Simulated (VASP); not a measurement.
# Au (Fm-3m) in VASP: a series of runs, part 2 of 3

VASP 6.6.1.

## 4. Relaxation of cell and atoms, PBE

INCAR

```
SYSTEM = Au
PREC = Accurate ; ENCUT = 600
EDIFF = 1E-6 ; ISMEAR = 0
SIGMA = 0.1 ; LREAL = .FALSE.
LASPH = .TRUE. ; NELM = 100
ALGO = Normal ; ISIF = 3
LWAVE = .FALSE. ; LCHARG = .FALSE.
GGA = PE ; IBRION = 2
NSW = 100 ; EDIFFG = -0.05
```

KPOINTS

```
regular mesh
0
G
  8 8 8
  0 0 0
```

POSCAR

```
Au
1.0
    0.0000000000      2.0350000000      2.0350000000
    2.0350000000      0.0000000000      2.0350000000
    2.0350000000      2.0350000000      0.0000000000
Au
1
Direct
    0.0000000000      0.0000000000      0.0000000000
```

Potentials or basis: VASP PAW PBE potentials, release 64 (Au).

Command:

```bash
> cat potpaw_PBE.64/Au/POTCAR > POTCAR
> mpirun -np 1 vasp_std > vasp.out
```

OUTCAR:

```text
SYSTEM = Au
   PREC = Accurate
   ENCUT = 600
   EDIFF = 1E-6
   ISMEAR = 0
   LREAL = .FALSE.
   LASPH = .TRUE.
   NELM = 100
   ISIF = 3
   GGA = PE
   IBRION = 2
   NSW = 100
   EDIFFG = -0.05

 ion  position               nearest neighbor table
   1  0.000  0.000  0.000-

  LATTYP: Found a face centered cubic cell.
 ALAT       =     4.0700000000

  Lattice vectors:

 A1 = (   0.0000000000,   2.0350000000,   2.0350000000)
 A2 = (   2.0350000000,   0.0000000000,   2.0350000000)
 A3 = (   2.0350000000,   2.0350000000,   0.0000000000)

Analysis of symmetry for initial positions (statically):
=====================================================================
 Subroutine PRICEL returns:
 Original cell was already a primitive cell.

 Routine SETGRP: Setting up the symmetry group for a
 face centered cubic supercell.

 Subroutine GETGRP returns: Found 48 space group operations
 (whereof 48 operations were pure point group operations)
 out of a pool of 48 trial point group operations.

The static configuration has the point symmetry O_h .

Analysis of symmetry for dynamics (positions and initial velocities):
=====================================================================
 Subroutine PRICEL returns:
 Original cell was already a primitive cell.

 Routine SETGRP: Setting up the symmetry group for a
 face centered cubic supercell.

 Subroutine GETGRP returns: Found 48 space group operations
 (whereof 48 operations were pure point group operations)
 out of a pool of 48 trial point group operations.

The dynamic configuration has the point symmetry O_h .

 Subroutine INISYM returns: Found 48 space group operations
 (whereof 48 operations are pure point group operations),
 and found     1 'primitive' translations
[... 118 lines left out ...]
   GGA     = PE    functional components
   LHFCALC =     F    Hartree Fock is set to
   AEXX    =    0.0000 exact exchange contribution
   IVDW    =     0    specifies the selected vdW correction
   LEPSILON=     F    determine dielectric tensor
   LRPA    =     F    only Hartree local field effects (RPA)
 conjugate gradient relaxation of ions
 non-spin polarized calculation
 Gauss-broadening in eV      SIGMA  =   0.10
  energy-cutoff  :      600.00
  volume of cell :       16.85
 maximum number of plane-waves:       588
   NGX = 11   NGY = 11   NGZ = 11

--------------------------------------- Ionic step        1  -------------------------------------------

 number of electron      10.9999999 magnetization

 Free energy of the ion-electron system (eV)
  ---------------------------------------------------
  ext. energy  EPLUGINS =         0.00000000
  ---------------------------------------------------
  free energy    TOTEN  =        -3.14800135 eV

  energy without entropy =       -3.14487479  energy(sigma->0) =       -3.14643807

------------------------ aborting loop because EDIFF is reached ----------------------------------------

  FORCE on cell =-STRESS in cart. coord.  units (eV):
  Direction    XX          YY          ZZ          XY          YZ          ZX
  --------------------------------------------------------------------------------------
  -------------------------------------------------------------------------------------
  Total        1.2204036      1.2204036      1.2204036      0.0000000      0.0000000     -0.0000000
  in kB      116.0087665    116.0087665    116.0087665      0.0000000      0.0000000     -0.0000000
  external PRESSURE =     116.0087665 kB  Pullay stress =       0.0000000 kB
[... 57 lines left out ...]
--------------------------------------- Ionic step        3  -------------------------------------------

 number of electron      11.0000001 magnetization

 Free energy of the ion-electron system (eV)
  ---------------------------------------------------
  ext. energy  EPLUGINS =         0.00000000
  ---------------------------------------------------
  free energy    TOTEN  =        -3.18764605 eV

  energy without entropy =       -3.18455359  energy(sigma->0) =       -3.18609982

 E-fermi :   8.4259     XC(G=0): -12.3662

 val. band max:        8.3515944563   @ k =   0.5000   0.2500   0.1250
 cond. band min:       8.6298704573   @ k =   0.5000   0.3750   0.1250
 fundamental gap:      0.2782760010
 Fermi energy:         8.4258901861

 k-point     1 :       0.0000    0.0000    0.0000
  band No.  band energies     occupation
      1      -0.7236      2.00000
      2       4.1430      2.00000
      3       4.1430      2.00000
      4       4.1430      2.00000
      5       5.5089      2.00000
      6       5.5089      2.00000
      7      23.1128      0.00000
      8      26.7745      0.00000
      9      26.7745      0.00000
[... 265 lines left out ...]
 k-point    24 :      -0.3750    0.2500    0.1250
  band No.  band energies     occupation
      1       2.6826      2.00000
      2       3.5519      2.00000
      3       4.5723      2.00000
      4       4.9044      2.00000
      5       6.4697      2.00000
      6      11.1334      0.00000
      7      11.3405      0.00000
      8      20.2535      0.00000
      9      21.3104      0.00000

 [... further k-points ...]
[... 5 lines left out ...]
  --------------------------------------------------------------------------------------
  -------------------------------------------------------------------------------------
  Total       -0.0256668     -0.0256668     -0.0256668     -0.0000000     -0.0000000      0.0000000
  in kB       -2.2755650     -2.2755650     -2.2755650     -0.0000000     -0.0000000      0.0000000
  external PRESSURE =      -2.2755650 kB  Pullay stress =       0.0000000 kB
[... 16 lines left out ...]
  FREE ENERGIE OF THE ION-ELECTRON SYSTEM (eV)
  ---------------------------------------------------
  free  energy   TOTEN  =        -3.1876460475 eV

  energy  without entropy=       -3.1845535892  energy(sigma->0) =       -3.18609982

 reached required accuracy - stopping structural energy minimisation
```

CONTCAR:

```text
Au
   1.00000000000000
     0.0000000000000000    2.0828327474178181    2.0828327474178181
     2.0828327474178181    0.0000000000000000    2.0828327474178181
     2.0828327474178181    2.0828327474178181    0.0000000000000000
  Au
     1
Direct
     0.0000000000000000    0.0000000000000000    0.0000000000000000

  0.00000000E+00  0.00000000E+00  0.00000000E+00
```

Run time: 6.8 s. Hardware: 1 thread of Intel Xeon Platinum 8559C (Emerald Rapids), shared host; peak memory 0.14 GiB.

What came out:

| Quantity | Value |
| --- | --- |
| Free energy | -3.1876 eV |
| Relaxed volume | 18.07 Å³/atom |
| Relaxed cell | a = 2.946 Å, b = 2.946 Å, c = 2.946 Å, α = 60.00°, β = 60.00°, γ = 60.00° |
| Space group after relaxing (to 0.05 Å) | Fm-3m (No. 225) |
| Energy gained by relaxing | 39.6 meV/atom |
| Ionic steps | 3 |
| Pressure after relaxing | -0.2 GPa |

The path:
```
step  energy change (eV)  largest force (eV/Å)  pressure (GPa)  volume (Å³)
   1              0.0000                0.0000           11.60        16.85
   2              0.0342                0.0000          -10.58        20.01
   3             -0.0396                0.0000           -0.23        18.07
```

Final structure:
```
Au
1.0
     0.00000    2.08283    2.08283
     2.08283    0.00000    2.08283
     2.08283    2.08283    0.00000
Au
1
Cartesian
  0.0000 0.0000 0.0000
```

Caveat: spin-orbit coupling is left out, which moves the levels of the heavy elements. PBE usually gives volumes a little too large and moduli too small.

## 5. Single point, PBE

This run uses another cell than the first one, of 17.97 Å³/atom, 1.066 times its volume.

INCAR

```
PREC = Accurate
ENCUT = 520
EDIFF = 1E-6
ISMEAR = 0
SIGMA = 0.1
LREAL = False
LASPH = True
NELM = 60
ALGO = Normal
ISIF = 2
LWAVE = False
LCHARG = False
GGA = PE
NBANDS = 12
```

KPOINTS

```
Automatic mesh
0
Gamma
  18 18 18
```

POSCAR

```
Au
1.0
    0.0000000000      2.0790566373      2.0790566373
    2.0790566373      0.0000000000      2.0790566373
    2.0790566373      2.0790566373      0.0000000000
Au
1
Direct
    0.0000000000      0.0000000000      0.0000000000
```

Potentials or basis: VASP PAW PBE potentials, release 64 (Au).

Command:

```bash
> cat potpaw_PBE.64/Au/POTCAR > POTCAR
> mpirun -np 1 vasp_std > vasp.out
```

OUTCAR:

```text
PREC = Accurate
   ENCUT = 520
   EDIFF = 1E-6
   ISMEAR = 0
   LREAL = False
   LASPH = True
   NELM = 60
   ISIF = 2
   GGA = PE

 ion  position               nearest neighbor table
   1  0.000  0.000  0.000-

  LATTYP: Found a face centered cubic cell.
 ALAT       =     4.1581132746

  Lattice vectors:

 A1 = (   0.0000000000,   2.0790566373,   2.0790566373)
 A2 = (   2.0790566373,   0.0000000000,   2.0790566373)
 A3 = (   2.0790566373,   2.0790566373,   0.0000000000)

Analysis of symmetry for initial positions (statically):
=====================================================================
 Subroutine PRICEL returns:
 Original cell was already a primitive cell.

 Routine SETGRP: Setting up the symmetry group for a
 face centered cubic supercell.

 Subroutine GETGRP returns: Found 48 space group operations
 (whereof 48 operations were pure point group operations)
 out of a pool of 48 trial point group operations.

The static configuration has the point symmetry O_h .

Analysis of symmetry for dynamics (positions and initial velocities):
=====================================================================
 Subroutine PRICEL returns:
 Original cell was already a primitive cell.

 Routine SETGRP: Setting up the symmetry group for a
 face centered cubic supercell.

 Subroutine GETGRP returns: Found 48 space group operations
 (whereof 48 operations were pure point group operations)
 out of a pool of 48 trial point group operations.

The dynamic configuration has the point symmetry O_h .

 Subroutine INISYM returns: Found 48 space group operations
 (whereof 48 operations are pure point group operations),
 and found     1 'primitive' translations

----------------------------------------------------------------------------------------

                                     Primitive cell

  volume of cell :      17.9733

  direct lattice vectors                    reciprocal lattice vectors
     0.000000000  2.079056637  2.079056637    -0.240493689  0.240493689  0.240493689
     2.079056637  0.000000000  2.079056637     0.240493689 -0.240493689  0.240493689
     2.079056637  2.079056637  0.000000000     0.240493689  0.240493689 -0.240493689

  length of vectors
     2.940230093  2.940230093  2.940230093     0.416547288  0.416547288  0.416547288

  position of ions in fractional coordinates (direct lattice)
     0.000000000  0.000000000  0.000000000

  ion indices of the primitive-cell ions
   primitive index   ion index
                 1           1

----------------------------------------------------------------------------------------

 KPOINTS: Automatic mesh

Automatic generation of k-mesh.
 Grid dimensions read from file:
 generate k-points for:   18   18   18

 Generating k-lattice:

  Cartesian coordinates                     Fractional coordinates (reciprocal lattice)
    -0.013360760  0.013360760  0.013360760     0.055555556  0.000000000  0.000000000
     0.013360760 -0.013360760  0.013360760     0.000000000  0.055555556  0.000000000
     0.013360760  0.013360760 -0.013360760     0.000000000  0.000000000  0.055555556

  Length of vectors
     0.023141516  0.023141516  0.023141516

  Shift w.r.t. Gamma in fractional coordinates (k-lattice)
     0.000000000  0.000000000  0.000000000

 Subroutine IBZKPT returns following result:
 ===========================================

 Found    195 irreducible k-points:

 Following reciprocal coordinates:
            Coordinates               Weight
  0.000000  0.000000  0.000000      1.000000
  0.055556  0.000000  0.000000      8.000000
  0.111111  0.000000  0.000000      8.000000
  0.166667  0.000000  0.000000      8.000000
  0.222222  0.000000  0.000000      8.000000
  0.277778  0.000000  0.000000      8.000000
[... 16 lines left out ...]
 -0.277778  0.055556  0.000000     24.000000
 -0.222222  0.055556  0.000000     24.000000
 [... further k-points ...]
   k-points           NKPTS =    195   k-points in BZ     NKDIM =    195   number of bands    NBANDS=     12
   number of dos      NEDOS =    301   number of ions     NIONS =      1
   total plane-waves  NPLWV =  13824
   dimension x,y,z NGX =    24 NGY =   24 NGZ =   24
   dimension x,y,z NGXF=    48 NGYF=   48 NGZF=   48
   ions per type =               1
   NGX,Y,Z   is equivalent  to a cutoff of  13.57, 13.57, 13.57 a.u.
   NGXF,Y,Z  is equivalent  to a cutoff of  27.14, 27.14, 27.14 a.u.
 SYSTEM =  unknown system
   PREC   = accura    normal or accurate (medium, high low for compatibility)
   ISTART =      0    job   : 0-new  1-cont  2-samecut
   ICHARG =      2    charge: 1-file 2-atom 10-const
   ISPIN  =      1    spin polarized calculation?
   LNONCOLLINEAR =      F non collinear calculations
   LSORBIT =      F    spin-orbit coupling
   LASPH  =      T    aspherical Exc in radial PAW
   ENCUT  =  520.0 eV  38.22 Ry    6.18 a.u.   5.47  5.47  5.47*2*pi/ulx,y,z
   NELM   =     60;   NELMIN=  2; NELMDL= -5     # of ELM steps
   EDIFF  = 0.1E-05   stopping-criterion for ELM
   LREAL  =      F    real-space projection
   EDIFFG = 0.1E-04   stopping-criterion for IOM
   NSW    =      0    number of steps for IOM
   IBRION =     -1    ionic relax: 0-MD 1-quasi-New 2-CG
   NFREE  =      0    steps in history (QN), initial steepest desc. (CG)
   ISIF   =      2    stress and relaxation
   ISYM   =      2    0-nonsym 1-usesym 2-fastsym
   POTIM  = 0.5000    time-step for ionic-motion
   TEBEG  =    0.0;   TEEND  =   0.0 temperature during run
   PSTRESS=    0.0 pullay stress
   NELECT =      11.0000    total number of electrons
   NUPDOWN=      -1.0000    fix difference up-down
   EMIN   =  10.00;   EMAX   =-10.00  energy-range for DOS
   EFERMI =   0.00;   METHOD = LEGACY
   ISMEAR =     0;   SIGMA  =   0.10  broadening in eV -4-tet -1-fermi 0-gaus
   EFERMI_NEDOS =   21; number of points for ismear=-14 and -15
   IALGO  =     38    algorithm
   IMIX   =      4    mixing-type and parameters
     AMIX     =   0.40;   BMIX     =  1.00
     AMIX_MAG =   1.60;   BMIX_MAG =  1.00
  volume/ion in A,a.u.               =      17.97       121.29
  Fermi-wavevector in a.u.,A,eV,Ry     =   1.389940  2.626606 26.285549  1.931933
  Thomas-Fermi vector in A             =   2.513923
   LORBIT       =      0    0 simple, 1 ext, 2 COOP (PROOUT), +10 PAW based schemes
   GGA     = PE    functional components
   LHFCALC =     F    Hartree Fock is set to
   AEXX    =    0.0000 exact exchange contribution
   IVDW    =     0    specifies the selected vdW correction
   LEPSILON=     F    determine dielectric tensor
   LRPA    =     F    only Hartree local field effects (RPA)
 non-spin polarized calculation
 Gauss-broadening in eV      SIGMA  =   0.10
  energy-cutoff  :      520.00
  volume of cell :       17.97
 maximum number of plane-waves:       531
 NGX is ok and might be reduce to    24
   NGX = 11   NGY = 11   NGZ = 11

 number of electron      11.0000001 magnetization

 Free energy of the ion-electron system (eV)
  ---------------------------------------------------
  ext. energy  EPLUGINS =         0.00000000
  ---------------------------------------------------
  free energy    TOTEN  =        -3.22236117 eV

  energy without entropy =       -3.22109483  energy(sigma->0) =       -3.22172800

 E-fermi :   8.5637     XC(G=0): -12.3998

 val. band max:        8.5483914047   @ k =   0.5000   0.2778   0.1111
 cond. band min:       8.5927158416   @ k =   0.5000   0.1667   0.0556
 fundamental gap:      0.0443244369
 Fermi energy:         8.5637193012

 k-point     1 :       0.0000    0.0000    0.0000
  band No.  band energies     occupation
      1      -0.6939      2.00000
      2       4.1954      2.00000
      3       4.1954      2.00000
      4       4.1954      2.00000
      5       5.5736      2.00000
      6       5.5736      2.00000
      7      23.1932      0.00000
      8      26.8861      0.00000
      9      26.8861      0.00000
     10      26.8861      0.00000
     11      31.6247      0.00000
     12      35.7041      0.00000

 k-point     2 :       0.0556    0.0000    0.0000
  band No.  band energies     occupation
      1      -0.5910      2.00000
      2       4.1636      2.00000
      3       4.2298      2.00000
      4       4.2298      2.00000
      5       5.5584      2.00000
      6       5.5584      2.00000
      7      23.3052      0.00000
      8      26.1689      0.00000
      9      26.9978      0.00000
     10      26.9978      0.00000
     11      32.1860      0.00000
     12      34.4647      0.00000
[... 316 lines left out ...]
 k-point    24 :      -0.2222    0.0556    0.0000
  band No.  band energies     occupation
      1       1.0269      2.00000
      2       3.9663      2.00000
      3       4.4783      2.00000
      4       4.5105      2.00000
      5       5.4945      2.00000
      6       5.9325      2.00000
      7      19.8450      0.00000
      8      24.1030      0.00000
      9      26.6295      0.00000
     10      29.0669      0.00000
     11      29.3842      0.00000
     12      30.9386      0.00000

 [... further k-points ...]
[... 5 lines left out ...]
  --------------------------------------------------------------------------------------
  -------------------------------------------------------------------------------------
  Total       -0.0295694     -0.0295694     -0.0295694      0.0000000      0.0000000     -0.0000000
  in kB       -2.6358752     -2.6358752     -2.6358752      0.0000000      0.0000000     -0.0000000
  external PRESSURE =      -2.6358752 kB  Pullay stress =       0.0000000 kB

 VOLUME and BASIS-vectors are now :
 -----------------------------------------------------------------------------
  energy-cutoff  :      520.00
  volume of cell :       17.97
      direct lattice vectors                 reciprocal lattice vectors
     0.000000000  2.079056637  2.079056637    -0.240493689  0.240493689  0.240493689
     2.079056637  0.000000000  2.079056637     0.240493689 -0.240493689  0.240493689
     2.079056637  2.079056637  0.000000000     0.240493689  0.240493689 -0.240493689

 POSITION                                       TOTAL-FORCE (eV/Angst)
 -----------------------------------------------------------------------------------
      0.00000      0.00000      0.00000        -0.000000      0.000000     -0.000000
 -----------------------------------------------------------------------------------
    total drift:                                0.000000      0.000000     -0.000000

  FREE ENERGIE OF THE ION-ELECTRON SYSTEM (eV)
  ---------------------------------------------------
  free  energy   TOTEN  =        -3.2223611659 eV

  energy  without entropy=       -3.2210948350  energy(sigma->0) =       -3.22172800
```

OSZICAR:

```text
N       E                     dE             d eps       ncg     rms          rms(c)
DAV:   1     0.502367688786E+02    0.50237E+02   -0.55659E+03  4832   0.813E+02
DAV:   2    -0.273215872738E+01   -0.52969E+02   -0.49969E+02  5504   0.186E+02
DAV:   3    -0.348128139379E+01   -0.74912E+00   -0.74840E+00  5560   0.212E+01
DAV:   4    -0.348393314631E+01   -0.26518E-02   -0.26516E-02  5672   0.147E+00
DAV:   5    -0.348395392789E+01   -0.20782E-04   -0.20781E-04  5736   0.123E-01    0.796E+00
DAV:   6    -0.323968839638E+01    0.24427E+00   -0.69198E-01  5092   0.664E+00    0.519E+00
DAV:   7    -0.322418918619E+01    0.15499E-01   -0.53881E-02  5608   0.188E+00    0.262E+00
DAV:   8    -0.322236703289E+01    0.18222E-02   -0.10965E-03  5160   0.276E-01    0.233E-01
DAV:   9    -0.322235520848E+01    0.11824E-04   -0.76197E-06  5752   0.231E-02    0.221E-02
DAV:  10    -0.322236123946E+01   -0.60310E-05   -0.33215E-06  5472   0.179E-02    0.237E-03
DAV:  11    -0.322236116587E+01    0.73590E-07   -0.71420E-08  2996   0.207E-03
   1 F= -.32223612E+01 E0= -.32217280E+01  d E =-.126633E-02
```

stdout:

```text
POSCAR found type information on POSCAR Au
 POSCAR found :  1 types and       1 ions
 scaLAPACK will be used
 LDA part: xc-table for (Slater+PW92), standard interpolation
 POSCAR, INCAR and KPOINTS ok, starting setup
 FFT: planning ... GRIDC
 FFT: planning ... GRID_SOFT
 FFT: planning ... GRID
 WAVECAR not read
 entering main loop
```

Run time: 13 s. Hardware: 1 thread of Intel Xeon Platinum 8559C (Emerald Rapids), shared host; peak memory 0.17 GiB.

What came out:

```yaml
Free_energy: -3.2224 eV
Pressure: -0.3 GPa
```

Caveat: spin-orbit coupling is left out, which moves the levels of the heavy elements.

(Part 2 of 3 ends here.)
